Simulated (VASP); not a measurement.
A run of VASP 6.6.1 is set up as follows.

The input INCAR:

```
PREC = Accurate
ENCUT = 520
EDIFF = 1E-6
ISMEAR = 0
SIGMA = 0.05
LREAL = F
LASPH = T
NELM = 150
ALGO = Normal
ISIF = 2
LWAVE = F
LCHARG = T
LMAXMIX = 4
LDAU = T
LDAUTYPE = 2
LDAUL = -1 2 -1
LDAUU = 0 4 0
LDAUJ = 0 0 0
LDAUPRINT = 1
GGA = PE
LELF = T
LVHAR = T
NBANDS = 28
```

KPOINTS

```
regular mesh
0
Gamma
  6 6 6
```

The input POSCAR:

```
BaTiO3
1.0
    2.9461832477      1.7009796911      2.3812443820
   -2.9461832477      1.7009796911      2.3812443820
    0.0000000000     -3.4019593823      2.3812443820
Ba Ti O
1 1 3
Direct
    0.0026800181      0.0026800181      0.0026800181
    0.5127992509      0.5127992509      0.5127992509
    0.4903227049      0.4903227049      0.9825753212
    0.4903227049      0.9825753212      0.4903227049
    0.9825753212      0.4903227049      0.4903227049
```

Potentials or basis: VASP PAW PBE potentials, release 64 (Ba_sv, Ti_sv, O).

Command:

```bash
$ cat potpaw_PBE.64/Ba_sv/POTCAR potpaw_PBE.64/Ti_sv/POTCAR potpaw_PBE.64/O/POTCAR > POTCAR
$ mpirun -np 1 vasp_std > vasp.out
```

(1) What does it give for the band gap on the k mesh?

(2) What does it give for the pressure?

(3) Predict the largest force.

## Answers

(1) 2.40 eV (least direct gap 2.87 eV).

(2) -7.3 GPa.

(3) 0.144 eV/Å.

Caveat: the cell differs from its parent crystal (strain +0.030 along x and y, +0.015 along z); the cell stands under tension; spin-orbit coupling is left out, which moves the levels of the heavy elements.
